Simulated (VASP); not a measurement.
# ZnO (P6_3mc) in VASP: vibrations by perturbation theory with LDA

Aim: the vibrations by perturbation theory of ZnO with LDA.

Everything below comes from runs of VASP 6.6.1. Logs are shortened: lines on timing, memory, paths and dates and some standing lists are left out, and cuts for length are marked.

## Step 1: The cell of the first run

The structure is hexagonal, space group P6_3mc (No. 186). Conventional cell: a = 3.104 Å, b = 3.104 Å, c = 5.023 Å, α = 90.00°, β = 90.00°, γ = 120.00°. Zn (site symmetry 3m) has 4 O at 1.89 to 1.90 Å within 2.5 Å. O (site symmetry 3m) has 4 Zn at 1.89 to 1.90 Å within 2.5 Å.

## Step 2: Vibrations by perturbation theory, LDA

The input, INCAR:

```
SYSTEM = ZnO
ALGO = Normal ; EDIFF = 1E-8
ENCUT = 520 ; IBRION = 8
ISIF = 2 ; ISMEAR = 0
LASPH = .TRUE. ; LCHARG = .TRUE.
LREAL = .FALSE. ; LWAVE = .FALSE.
NBANDS = 26 ; NELM = 100
NSW = 1 ; PREC = Accurate
SIGMA = 0.01
```

The input, KPOINTS:

```
k-points
0
G
  8 8 4
  0 0 0
```

The input, POSCAR:

```
ZnO
1.0
    3.1039907030      0.0000000000      0.0000000000
   -1.5519953515      2.6881348019      0.0000000000
    0.0000000000      0.0000000000      5.0232608455
Zn O
2 2
Direct
    0.3333333333      0.6666666667      0.5005219484
    0.6666666667      0.3333333333      0.0005219484
    0.6666666667      0.3333333333      0.3784880516
    0.3333333333      0.6666666667      0.8784880516
```

Potentials or basis: VASP PAW LDA potentials, release 64 (Zn, O).

On the command line:

```bash
$ cat potpaw_LDA.64/Zn/POTCAR potpaw_LDA.64/O/POTCAR > POTCAR
$ mpirun -np 1 vasp_std > vasp.out
```

OUTCAR:

```text
SYSTEM = ZnO
   EDIFF = 1E-8
   ENCUT = 520
   IBRION = 8
   ISIF = 2
   ISMEAR = 0
   LASPH = .TRUE.
   LREAL = .FALSE.
   NELM = 100
   NSW = 1
   PREC = Accurate

 ion  position               nearest neighbor table
   1  0.333  0.667  0.501-   3 1.89   3 1.89   3 1.89   4 1.90
   2  0.667  0.333  0.001-   4 1.89   4 1.89   4 1.89   3 1.90
   3  0.667  0.333  0.378-   1 1.89   1 1.89   1 1.89   2 1.90
   4  0.333  0.667  0.878-   2 1.89   2 1.89   2 1.89   1 1.90

  LATTYP: Found a hexagonal cell.
 ALAT       =     3.1039907030
 C/A-ratio  =     1.6183234185

  Lattice vectors:

 A1 = (   3.1039907030,   0.0000000000,   0.0000000000)
 A2 = (  -1.5519953515,   2.6881348019,   0.0000000000)
 A3 = (   0.0000000000,   0.0000000000,   5.0232608455)

Analysis of symmetry for initial positions (statically):
=====================================================================
 Subroutine PRICEL returns:
 Original cell was already a primitive cell.

 Routine SETGRP: Setting up the symmetry group for a
 hexagonal supercell.

 Subroutine GETGRP returns: Found 12 space group operations
 (whereof  6 operations were pure point group operations)
 out of a pool of 24 trial point group operations.

The static configuration has the point symmetry C_3v.
 The point group associated with its full space group is C_6v.

Analysis of symmetry for dynamics (positions and initial velocities):
=====================================================================
 Subroutine PRICEL returns:
 Original cell was already a primitive cell.

 Routine SETGRP: Setting up the symmetry group for a
 hexagonal supercell.

 Subroutine GETGRP returns: Found 12 space group operations
 (whereof  6 operations were pure point group operations)
 out of a pool of 24 trial point group operations.
[... 892 lines left out ...]
  free  energy   TOTEN  =       -20.9699854163 eV

  energy  without entropy=      -20.9699854163  energy(sigma->0) =      -20.96998542

[... ionic steps 2 to 9 ...]

--------------------------------------- Ionic step       10  -------------------------------------------

------------------------ aborting loop because EDIFF is reached ----------------------------------------

[... ionic steps 11 to 11 ...]

--------------------------------------- Ionic step       12  -------------------------------------------

 Free energy of the ion-electron system (eV)
  ---------------------------------------------------
  ---------------------------------------------------
  free energy    TOTEN  =        -0.37260265 eV

  energy without entropy =       -0.37260265

------------------------ aborting loop because EDIFF is reached ----------------------------------------

 INTERNAL STRAIN TENSOR  FOR ION    3  DIRECTION 3   (eV/Angst):
 -----------------------------------------------------------------------------
     8.09348 -0.00000  0.00000
     0.00000  8.09348  0.00000
     0.00000  0.00000-15.82835

 INTERNAL STRAIN TENSOR FOR ION    4 for displacements in x,y,z  (eV/Angst):
          X           Y           Z          XY          YZ          ZX
  --------------------------------------------------------------------------------
  x     0.00000     0.00000     0.00000   -13.25787    -0.00000     7.85722
  y   -13.25787    13.25787    -0.00000     0.00000     8.10473    -0.00000
  z     8.09348     8.09348   -15.82835     0.00000     0.00000     0.00000

 SECOND DERIVATIVES (NOT SYMMETRIZED)
 ------------------------------------
               1X          1Y          1Z          2X          2Y          2Z          3X          3Y          3Z          4X          4Y          4Z
  1X   -11.607074    0.000000    0.000000    0.475913   -0.000000    0.000000   11.588480    0.000000   -0.000000   -0.457320   -0.000000   -0.000000
  1Y     0.000000  -11.607074    0.000000    0.000000    0.475913    0.000000   -0.000000   11.588480    0.000000    0.000000   -0.457320    0.000000
  1Z     0.000000    0.000000  -16.193425    0.000000   -0.000000    5.745520    0.000000    0.000000    1.623185    0.000000    0.000000    8.824720
  2X     0.475913   -0.000000   -0.000000  -11.607074    0.000000    0.000000   -0.457320    0.000000    0.000000   11.588480    0.000000    0.000000
  2Y    -0.000000    0.475913   -0.000000   -0.000000  -11.607074    0.000000   -0.000000   -0.457320    0.000000    0.000000   11.588480   -0.000000
  2Z    -0.000000    0.000000    5.745520    0.000000    0.000000  -16.193425   -0.000000    0.000000    8.824720    0.000000    0.000000    1.623185
  3X    11.581342   -0.000000    0.000000   -0.469836    0.000000    0.000000  -12.274910    0.000000    0.000000    1.163404    0.000000    0.000000
  3Y     0.000000   11.581342    0.000000    0.000000   -0.469836    0.000000   -0.000000  -12.274910    0.000000   -0.000000    1.163404    0.000000
  3Z    -0.000000    0.000000    1.520567   -0.000000    0.000000    8.899553    0.000000    0.000000  -16.390322   -0.000000    0.000000    5.970202
  4X    -0.469836    0.000000    0.000000   11.581342    0.000000   -0.000000    1.163404    0.000000   -0.000000  -12.274910   -0.000000   -0.000000
  4Y     0.000000   -0.469836   -0.000000   -0.000000   11.581342    0.000000    0.000000    1.163404    0.000000   -0.000000  -12.274910    0.000000
  4Z     0.000000   -0.000000    8.899553    0.000000    0.000000    1.520567    0.000000   -0.000000    5.970202   -0.000000    0.000000  -16.390322

 Eigenvectors and eigenvalues of the dynamical matrix
 ----------------------------------------------------

   1 f  =   18.782001 THz   118.010794 2PiTHz  626.500125 cm-1    77.676081 meV
             X         Y         Z           dx          dy          dz
     -0.000000  1.792090  2.514252    -0.000000   -0.000000   -0.140966
      1.551995  0.896045  0.002622     0.000000    0.000000    0.140966
      1.551995  0.896045  1.901244     0.000000    0.000000   -0.692913
     -0.000000  1.792090  4.412875    -0.000000   -0.000000    0.692913
[... 71 lines left out ...]
  12 f/i=    0.007456 THz     0.046846 2PiTHz    0.248696 cm-1     0.030834 meV
             X         Y         Z           dx          dy          dz
     -0.000000  1.792090  2.514252     0.000000    0.000000   -0.633638
      1.551995  0.896045  0.002622     0.000000    0.000000   -0.633638
      1.551995  0.896045  1.901244     0.000000    0.000000   -0.313851
     -0.000000  1.792090  4.412875     0.000000    0.000000   -0.313851

--------------------------------------------------------------------------------------------------------

 ELASTIC MODULI CONTR FROM IONIC RELAXATION (kBar)
 Direction    XX          YY          ZZ          XY          YZ          ZX
 --------------------------------------------------------------------------------
 XX       -1481.4316    522.8106    936.7040      0.0000     -0.0000      0.0000
 YY         522.8106  -1481.4316    936.7040     -0.0000      0.0000     -0.0000
 ZZ         936.7040    936.7040  -1830.5762     -0.0000      0.0000      0.0000
 XY           0.0000     -0.0000     -0.0000  -1002.1211      0.0000     -0.0000
 YZ          -0.0000     -0.0000      0.0000      0.0000   -429.1800      0.0000
 ZX           0.0000     -0.0000      0.0000     -0.0000      0.0000   -427.9294
 --------------------------------------------------------------------------------
```

Run time: 5.9 min. Hardware: 1 thread of Intel Xeon Platinum 8259CL at 2.50GHz (Skylake/Cascade Lake), shared host; peak memory 0.43 GiB.

What came out:

```
Highest phonon frequency at Γ, LO-TO splitting left out : 627 cm⁻¹
```

Phonon frequencies in cm⁻¹ (negative: imaginary):
```csv
q point,frequencies
"(0.000, 0.000, 0.000)",0 0 0 67 67 281 470 485 485 524 524 627
```

Caveat: the cell wasn't relaxed at this level first, which shifts response properties.
